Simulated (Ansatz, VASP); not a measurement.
## CdTe in VASP and in Ansatz

Contents of INCAR:

```
PREC     = Accurate       # precision mode
ENCUT    = 520            # plane-wave cutoff, eV
EDIFF    = 1E-6           # SCF threshold, eV
ISMEAR   = -1             # smearing method
SIGMA    = 0.05           # smearing width, eV
LREAL    = F              # projectors in reciprocal space
LASPH    = T              # aspherical terms in the spheres
NELM     = 80             # most SCF steps
ALGO     = Normal         # electronic algorithm
ISIF     = 2              # what is computed and relaxed
LWAVE    = F              # write WAVECAR
LCHARG   = T              # write CHGCAR
GGA      = PE             # functional
LELF     = T              # ELF
LVHAR    = T            
NBANDS   = 26             # bands
```

The input KPOINTS:

```
regular mesh
0
Gamma
  9 9 6
```

The input POSCAR:

```
CdTe
1.0
    3.1572497300     -3.1874472700      0.0000000000
    3.1572497300      3.1874472700      0.0000000000
    0.0000000000      0.0000000000      6.0906520000
Cd Te
2 2
Direct
    0.2770300000      0.7229700000      0.7500000000
    0.7229700000      0.2770300000      0.2500000000
    0.7661370000      0.2338630000      0.7500000000
    0.2338630000      0.7661370000      0.2500000000
```

Input for Ansatz:

```yaml
crystal:
  lattice:
    - [3.15724973, -3.18744727, 0.0]
    - [3.15724973, 3.18744727, 0.0]
    - [0.0, 0.0, 6.090652]
  atoms:
    - { symbol: Cd, position: [0.27703, 0.72297, 0.75] }
    - { symbol: Cd, position: [0.72297, 0.27703, 0.25] }
    - { symbol: Te, position: [0.766137, 0.233863, 0.75] }
    - { symbol: Te, position: [0.233863, 0.766137, 0.25] }
kpoints:
  mp_grid: { grid: [9, 9, 6] }
  band_path:
    path:
      - [0.0, 0.0, 0.0]
      - [-0.5, 0.5, 0.0]
      - [-0.4952854913, 0.5047145087, 0.0]
      - [0.4952854913, 0.4952854913, 0.0]
      - [0.0, 0.0, 0.0]
      - [0.0, 0.0, 0.5]
      - [0.4952854913, 0.4952854913, 0.5]
      - [-0.4952854913, 0.5047145087, 0.5]
      - [-0.5, 0.5, 0.5]
    npoints: 5
scf:
  occupations: { method: fermi_dirac, width: 0.05 }
hamiltonian:
  xc: pbe
  pseudopotentials: { kind: all_electron, lapw: { basis_error: 0.001 } }
output:
  forces: true
  stress: true
  eigenvalues: true
```

Change from the starting cell: equal xx and yy strain of +3 %.

Alike in both runs: task single point; functional PBE; k mesh 9 × 9 × 6; occupations fermi-dirac, width 0.05 eV; no spin polarisation.

|  | VASP | Ansatz |
| --- | --- | --- |
| version | VASP 6.6.1 | Ansatz 0.2.0 |
| potentials or method | VASP PAW PBE potentials, release 64 (Cd, Te), cutoff 520 eV | all-electron LAPW, scalar-relativistic |

```csv
,VASP,Ansatz,Ansatz less VASP
pressure (GPa),-2.3,-2.5,-0.10
"traceless stress, the component that is largest in VASP (GPa)",0.83,0.81,-0.027
rms of the force components (eV/Å),0.033,0.035,+0.0022
```

Atom by atom the forces differ by 0.002 eV/Å (rms over components). Ansatz ran all-electron here, and VASP with PAW potentials.

Neither program's run includes spin-orbit coupling.
